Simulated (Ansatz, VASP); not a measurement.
**SiC: VASP beside Ansatz**

INCAR

```
SYSTEM = SiC
PREC = Accurate
ENCUT = 520
EDIFF = 1E-7
ISMEAR = -1
SIGMA = 0.02
LREAL = .FALSE.
LASPH = .TRUE.
NELM = 80
ALGO = Normal
ISIF = 2
LWAVE = .FALSE.
LCHARG = .FALSE.
GGA = PE
NBANDS = 16
```

Contents of KPOINTS:

```
regular mesh
0
G
  8 8 8
  0 0 0
```

POSCAR

```
SiC
1.0
    1.2669330388      0.7314641310      7.1782539203
   -1.2669330388      0.7314641310      7.1782539203
    0.0000000000     -1.4629282619      7.1782539203
C Si
2 2
Direct
    0.1767202019      0.1767202019      0.1767202019
    0.8232797981      0.8232797981      0.8232797981
    0.7286037273      0.7286037273      0.7286037273
    0.2713962727      0.2713962727      0.2713962727
```

Input for Ansatz:

```yaml
crystal:
  lattice:
    - [1.2669330388, 0.731464131, 7.1782539203]
    - [-1.2669330388, 0.731464131, 7.1782539203]
    - [0.0, -1.4629282619, 7.1782539203]
  atoms:
    - { symbol: C, position: [0.1767202019, 0.1767202019, 0.1767202019] }
    - { symbol: Si, position: [0.7286037273, 0.7286037273, 0.7286037273] }
    - { symbol: C, position: [0.8232797981, 0.8232797981, 0.8232797981] }
    - { symbol: Si, position: [0.2713962727, 0.2713962727, 0.2713962727] }
kpoints:
  mp_grid: { grid: [8, 8, 8] }
hamiltonian:
  xc: pbe
scf:
  occupations: { method: fermi_dirac, width: 0.02 }
  n_extra_bands: 5
output:
  forces: true
  stress: true
  eigenvalues: true
```

Alike in both runs: task single point; functional PBE; k mesh 8 × 8 × 8; occupations fermi-dirac, width 0.02 eV; no spin polarisation.

|  | VASP | Ansatz |
| --- | --- | --- |
| version | VASP 6.6.1 | Ansatz 0.2.0 |
| potentials or method | VASP PAW PBE potentials, release 64 (C, Si) | plane waves, PAW |
| plane-wave cutoff (eV) | 520 | 420 |
| valence electrons in the cell | 16 | 16 |

VASP gave:

| Property | Result |
| --- | --- |
| pressure (GPa) | 3.4 |
| rms of the force components (eV/Å) | 0.154 |

Q: Estimate Ansatz's values.

A: Pressure (GPa): 3.3; rms of the force components (eV/Å): 0.157.

With one functional, cell and mesh, what is left measures potentials, basis and numerics.
